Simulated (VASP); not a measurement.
Write the native input for VASP 6.6.1 that does the following.

```yaml
Task: single point
Functional: PBE
Dispersion: D3(BJ)
Potentials_or_basis: VASP PAW PBE potentials, release 64 (P)
Cutoff: 520 eV
k_mesh: 18 × 18 × 18
Occupations: gaussian, width 0.1 eV
Spin: no spin polarisation
Dipole_correction: no
Further_INCAR_settings: ALGO = Normal; EDIFF = 1e-06; NBANDS = 8
```

The structure of P lies in POSCAR:

```
P
1.0
    2.3953337366      0.0000000000      0.0000000000
    0.0000000000      2.3953337366      0.0000000000
    0.0000000000      0.0000000000      2.3953653046
P
1
Direct
    0.0000000000      0.0000000000      0.0000000000
```

The input as run:

INCAR

```
ALGO = Normal ; EDIFF = 1E-6
ENCUT = 520 ; GGA = PE
ISIF = 2 ; ISMEAR = 0
IVDW = 12 ; LASPH = T
LCHARG = F ; LREAL = F
LWAVE = F ; NBANDS = 8
NELM = 100 ; PREC = Accurate
SIGMA = 0.1
```

KPOINTS

```
k-points
0
Gamma
  18 18 18
```

Potentials or basis: VASP PAW PBE potentials, release 64 (P).

The run is started by

```console
$ cat potpaw_PBE.64/P/POTCAR > POTCAR
$ mpirun -np 1 vasp_std > vasp.out
```

It gave:

```yaml
Pressure: 1.6 GPa
Dispersion_energy_per_atom: -0.514 eV
```

Caveat: pairwise dispersion overbinds metals, which lowers pressure and volume.

It took 13 s on 1 thread of Intel(R) Xeon(R) 6975P-C (Granite Rapids) (shared host), peak memory 0.16 GiB.
